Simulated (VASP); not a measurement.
Wanted: the native input for a VASP 6.6.1 run.

| Property | Result |
| --- | --- |
| Task | single point |
| Functional | r2SCAN |
| Potentials or basis | VASP PAW PBE potentials, release 64 (Mo_sv, S) |
| Cutoff | 520 eV |
| k mesh | 10 × 10 × 1 |
| Occupations | fermi-dirac, width 0.05 eV |
| Spin | no spin polarisation |
| Dipole correction | no |
| Further INCAR settings | ALGO = Normal; EDIFF = 1e-06; NBANDS = 49 |

MoS2, a slab with vacuum:

```xyz
9
Lattice="3.1840 0.0000 0.0000 -1.5920 2.7574 0.0000 0.0000 0.0000 28.3873" Properties=species:S:1:pos:R:3 pbc="T T T"
Mo    0.0000    1.8383    6.4770
Mo    0.0000    1.8383   21.9103
Mo    1.5920    0.9191    0.0000
S     1.5920    0.9191    4.9250
S     1.5920    0.9191   20.3590
S     0.0000    1.8383   26.8355
S     1.5920    0.9191    8.0283
S     1.5920    0.9191   23.4623
S     0.0000    1.8383    1.5518
```

One way to write it, as run:

POSCAR

```
MoS2
1.0
    3.1840155185      0.0000000000      0.0000000000
   -1.5920077592      2.7574383250      0.0000000000
    0.0000000000      0.0000000000     28.3873198000
Mo S
3 6
Direct
    0.3333333333      0.6666666667      0.2281647700
    0.3333333333      0.6666666667      0.7718352300
    0.6666666667      0.3333333333      0.0000000000
    0.6666666667      0.3333333333      0.1734930900
    0.6666666667      0.3333333333      0.7171875100
    0.3333333333      0.6666666667      0.9453341200
    0.6666666667      0.3333333333      0.2828124900
    0.6666666667      0.3333333333      0.8265069100
    0.3333333333      0.6666666667      0.0546658800
```

INCAR.step1

```
PREC = Accurate
ENCUT = 520
ISMEAR = -1
SIGMA = 0.05
LREAL = F
LASPH = T
NELM = 100
NBANDS = 49
GGA = PE
ALGO = Normal
EDIFF = 1E-4
LWAVE = T
LCHARG = F
```

INCAR.step2

```
PREC = Accurate
ENCUT = 520
EDIFF = 1E-6
ISMEAR = -1
SIGMA = 0.05
LREAL = F
LASPH = T
NELM = 100
ALGO = Normal
ISIF = 2
LWAVE = F
LCHARG = F
METAGGA = R2SCAN
LMIXTAU = T
NBANDS = 49
ISTART = 1
```

KPOINTS

```
Automatic mesh
0
Gamma
  10 10 1
```

Potentials or basis: VASP PAW PBE potentials, release 64 (Mo_sv, S).

Run with:

```console
$ cat potpaw_PBE.64/Mo_sv/POTCAR potpaw_PBE.64/S/POTCAR > POTCAR
$ cp INCAR.step1 INCAR
$ mpirun -np 1 vasp_std > vasp.out
$ cp INCAR.step2 INCAR
$ mpirun -np 1 vasp_std > vasp.out
```

Results of the run:

```json
{
 "Largest force": "0.020 eV/Å",
 "Band gap on the k mesh": "1.40 eV (least direct gap 2.00 eV)"
}
```

Caveat: the PAW data sets were made with another functional, which shifts forces and pressure a little.

Run time: 23 min on 1 thread of Intel Xeon 8259CL (shared host), peak memory 0.45 GiB.
